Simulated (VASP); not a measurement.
Lu, 1 atom in the cell. The structure is cubic, space group Im-3m (No. 229). The conventional cell has a = 3.553 Å, b = 3.553 Å, c = 3.553 Å, α = 90.00°, β = 90.00°, γ = 90.00°. Within 4.0 Å of Lu (site symmetry m-3m) lie 14 Lu at 3.08 to 3.55 Å. 

```yaml
Program: VASP 6.6.1
Task: single point
Functional: LDA
Potentials_or_basis: VASP PAW PBE potentials, release 64 (Lu)
Cutoff: 520 eV
k_mesh: 17 × 17 × 17
Occupations: fermi-dirac, width 0.1 eV
Spin: no spin polarisation
Dipole_correction: no
Further_INCAR_settings: ALGO = Normal; EDIFF = 1e-06; NBANDS = 18
```

Potentials or basis: VASP PAW PBE potentials, release 64 (Lu).

Command:

```console
$ cat potpaw_PBE.64/Lu/POTCAR > POTCAR
$ mpirun -np 1 vasp_std > vasp.out
```

Hardware: 1 thread of AMD EPYC 9R45 96-Core Processor (Zen 5), on a shared host.

**Question.** Estimate the wall time of this run.

**Answer.** Run time: 29 s on 1 thread of AMD EPYC 9R45 96-Core Processor (Zen 5), with other jobs on the host, peak memory 0.16 GiB. Counts: scf iterations 11, k points 165.
